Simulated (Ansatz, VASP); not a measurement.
# WSe2: VASP beside Ansatz

INCAR

```
SYSTEM = WSe2
ALGO     = Normal         ! electronic algorithm
DIPOL    = 0.5 0.5 0.500
EDIFF    = 1E-7           ! SCF threshold, eV
ENCUT    = 520            ! plane-wave cutoff, eV
GGA      = PE             ! functional
IDIPOL   = 3            
ISIF     = 2              ! what is computed and relaxed
ISMEAR   = 0              ! smearing method
IVDW     = 12             ! dispersion correction
LASPH    = .TRUE.         ! aspherical terms in the spheres
LCHARG   = .TRUE.         ! write CHGCAR
LDIPOL   = .TRUE.       
LELF     = .TRUE.         ! ELF
LREAL    = .FALSE.        ! projectors in reciprocal space
LVACPOTAV= .TRUE.       
LVHAR    = .TRUE.       
LWAVE    = .FALSE.        ! write WAVECAR
NBANDS   = 20             ! bands
NELM     = 80             ! most SCF steps
PREC     = Accurate       ! precision mode
SIGMA    = 0.02           ! smearing width, eV
```

Contents of KPOINTS:

```
k-points
0
G
  9 9 1
  0 0 0
```

POSCAR

```
WSe2
1.0
    3.2850000000      0.0000000000      0.0000000000
   -1.6425000000      2.8448934514      0.0000000000
    0.0000000000      0.0000000000     32.7373831004
Se W
2 1
Direct
    0.3333333333      0.6666666667      0.4485450625
    0.3333333333      0.6666666667      0.5514549375
    0.6666666667      0.3333333333      0.5000000000
```

Input for Ansatz:

```yaml
crystal:
  lattice:
    - [3.285, 0.0, 0.0]
    - [-1.6425, 2.8448934514, 0.0]
    - [0.0, 0.0, 32.7373831004]
  atoms:
    - { symbol: Se, position: [0.3333333333, 0.6666666667, 0.4485450625] }
    - { symbol: W, position: [0.6666666667, 0.3333333333, 0.5] }
    - { symbol: Se, position: [0.3333333333, 0.6666666667, 0.5514549375] }
  periodic: [true, true, false]
basis:
  ecutwfc: 420
kpoints:
  mp_grid: { grid: [9, 9, 1] }
hamiltonian:
  xc: pbe
  pseudopotentials: { kind: paw, azcp: { folder: soft_1 } }
  dispersion: d3bj
scf:
  occupations: { method: gaussian, width: 0.02 }
output:
  forces: true
  stress: true
  eigenvalues: true
  write_density: true
  write_potential: true
  elf: true
  volumetric_format: npy
```

Alike in both runs: task single point; functional PBE; dispersion D3(BJ); k mesh 9 × 9 × 1; occupations gaussian, width 0.02 eV; no spin polarisation.

|  | VASP | Ansatz |
| --- | --- | --- |
| version | VASP 6.6.1 | Ansatz 0.2.0 |
| potentials or method | VASP PAW PBE potentials, release 64 (Se, W_sv), cutoff 520 eV | scalar-relativistic, plane waves, PAW |
| valence electrons in the cell | 26 | 46 |

Ansatz gave:

```
gap on the k mesh at the Fermi level (eV) : 1.67
least direct gap on the mesh (eV)         : 1.67
rms of the force components (eV/Å)        : 0.003
```

Estimate VASP's values.

gap on the k mesh at the Fermi level (eV): 1.67; least direct gap on the mesh (eV): 1.67; rms of the force components (eV/Å): 0.025.

VASP's potentials hold 26 valence electrons a cell and Ansatz's 46, so a difference there can come from the potentials and not from the codes.

Neither program's run includes spin-orbit coupling.
